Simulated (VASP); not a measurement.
The system is Cu.

```
Cu
1.0
    -0.00443    1.78843    1.83853
     1.82291   -0.01749    1.85160
     1.78282    1.76140    0.02260
Cu
1
Direct
  0.00000 0.00000 0.00000
```

* Program: VASP 6.6.1
* Task: relaxation of cell and atoms
* Functional: PBE
* Potentials or basis: VASP PAW PBE potentials, release 64 (Cu)
* Cutoff: 600 eV
* k mesh: 13 × 12 × 13
* Occupations: fermi-dirac, width 0.05 eV
* Spin: no spin polarisation

At the start: pressure 2.9 GPa; volume 11.81 Å³/atom.

Where does the relaxation end?

Over 41 steps the energy falls by 4.6 meV/atom and the volume is 12.00 Å³/atom (+1.6 %); space group R-3m (No. 166, to 0.1 Å) before, Fm-3m (No. 225, to 0.1 Å).

Step by step:
```
step  energy change (eV)  largest force (eV/Å)  pressure (GPa)  volume (Å³)
   1              0.0000                0.0000            2.86        11.81
   3             -0.0034                0.0000           -0.40        12.06
   5             -0.0034                0.0000           -0.89        12.08
   7             -0.0043                0.0000            0.50        12.02
   9             -0.0044                0.0000           -0.40        12.01
  11             -0.0042                0.0000           -1.09        12.06
  13             -0.0044                0.0000            0.63        12.02
  15             -0.0044                0.0000            0.53        11.96
  17             -0.0045                0.0000            0.17        11.98
  19             -0.0046                0.0000            0.01        11.99
  21             -0.0046                0.0000           -0.26        12.02
  23             -0.0046                0.0000           -1.15        12.02
  25             -0.0046                0.0000            0.34        12.01
  27             -0.0046                0.0000            0.32        12.03
  29             -0.0046                0.0000            0.19        12.03
  31             -0.0046                0.0000           -0.42        12.03
  33             -0.0046                0.0000           -0.81        12.02
  35             -0.0046                0.0000           -0.23        12.01
  37             -0.0046                0.0000           -0.36        12.01
  39             -0.0046                0.0000           -0.57        12.01
  41             -0.0046                0.0000            0.04        12.00
```

Final structure:
```
Cu
1.0
     0.00160    1.80592    1.81657
     1.82700   -0.01041    1.82845
     1.81383    1.80490    0.00290
Cu
1
Cartesian
  0.0000 0.0000 0.0000
```
